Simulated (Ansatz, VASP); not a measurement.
# One calculation of Ta, two programs

INCAR

```
  ALGO = Normal
  EDIFF = 1E-6
  ENCUT = 520
  GGA = PE
  ISIF = 2
  ISMEAR = 0
  LASPH = True
  LCHARG = True
  LELF = True
  LREAL = False
  LVHAR = True
  LWAVE = False
  NBANDS = 12
  NELM = 60
  PREC = Accurate
  SIGMA = 0.15
```

Contents of KPOINTS:

```
k-points
0
Gamma
  20 20 20
```

The input POSCAR:

```
Ta
1.0
   -1.4525586494      1.4525586494      2.0793377066
    1.4525586494     -1.4525586494      2.0793377066
    1.4525586494      1.4525586494     -2.0793377066
Ta
1
Direct
    0.0000000000      0.0000000000      0.0000000000
```

Input for Ansatz:

```yaml
crystal:
  lattice:
    - [-1.4525586494, 1.4525586494, 2.0793377066]
    - [1.4525586494, -1.4525586494, 2.0793377066]
    - [1.4525586494, 1.4525586494, -2.0793377066]
  atoms:
    - { symbol: Ta, position: [0.0, 0.0, 0.0] }
basis:
  ecutwfc: 420
kpoints:
  mp_grid: { grid: [20, 20, 20] }
hamiltonian:
  xc: pbe
  pseudopotentials: { kind: paw, azcp: { folder: soft_1 } }
scf:
  occupations: { method: gaussian, width: 0.15 }
output:
  forces: true
  stress: true
  eigenvalues: true
  write_density: true
  write_potential: true
  elf: true
  volumetric_format: npy
```

Alike in both runs: task single point; functional PBE; k mesh 20 × 20 × 20; occupations gaussian, width 0.15 eV; no spin polarisation.

```csv
,VASP,Ansatz
version,VASP 6.6.1,Ansatz 0.2.0
potentials or method,"VASP PAW PBE potentials, release 64 (Ta_pv), cutoff 520 eV","scalar-relativistic, plane waves, PAW"
valence electrons in the cell,11,13
```

Ansatz gave:

```
gap on the k mesh at the Fermi level (eV)                     : none
pressure (GPa)                                                : 15.3
traceless stress, the component that is largest in VASP (GPa) : 1.32
```

**Question.** Estimate VASP's values.

**Answer.** gap on the k mesh at the Fermi level (eV): none; pressure (GPa): 15.5; traceless stress, the component that is largest in VASP (GPa): 1.32.

A gap of «none» marks a metal or a gap that the smearing closes. VASP's potentials hold 11 valence electrons a cell and Ansatz's 13, so a difference there can come from the potentials and not from the codes.

Neither program's run includes spin-orbit coupling.
